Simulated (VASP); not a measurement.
Write the native input for VASP 6.6.1 that does the following.

| Quantity | Value |
| --- | --- |
| Task | single point |
| Functional | PBE |
| Potentials or basis | VASP PAW PBE potentials, release 64 (Mo_sv, Si) |
| Cutoff | 520 eV |
| k mesh | 10 × 10 × 10 |
| Occupations | fermi-dirac, width 0.05 eV |
| Spin | no spin polarisation |
| Dipole correction | no |
| Further INCAR settings | ALGO = Normal; EDIFF = 1e-06; NBANDS = 18 |

The structure of Si2Mo (fluorite type) lies in POSCAR:

```
Si2Mo
1.0
    0.0000000000      2.7800886020      2.7800886020
    2.7800886020      0.0000000000      2.7800886020
    2.7800886020      2.7800886020      0.0000000000
Mo Si
1 2
Direct
    0.0000000000      0.0000000000      0.0000000000
    0.2500000000      0.2500000000      0.2500000000
    0.7500000000      0.7500000000      0.7500000000
```

The input as run:

INCAR

```
  PREC = Accurate
  ENCUT = 520
  EDIFF = 1E-6
  ISMEAR = -1
  SIGMA = 0.05
  LREAL = F
  LASPH = T
  NELM = 60
  ALGO = Normal
  ISIF = 2
  LWAVE = F
  LCHARG = T
  GGA = PE
  LELF = T
  LVHAR = T
  NBANDS = 18
```

KPOINTS

```
regular mesh
0
Gamma
  10 10 10
```

Potentials or basis: VASP PAW PBE potentials, release 64 (Mo_sv, Si).

The run is started by

```sh
$ cat potpaw_PBE.64/Mo_sv/POTCAR potpaw_PBE.64/Si/POTCAR > POTCAR
$ mpirun -np 1 vasp_std > vasp.out
```

It gave:

```json
{
  "Pressure": "28.2 GPa",
  "Band gap on the k mesh": "zero (bands 11 and 12 overlap by 1.81 eV)"
}
```

Caveat: the cell stands under pressure.

Run time: 47 s on 1 thread of Intel Xeon 8259CL (shared host), peak memory 0.19 GiB.
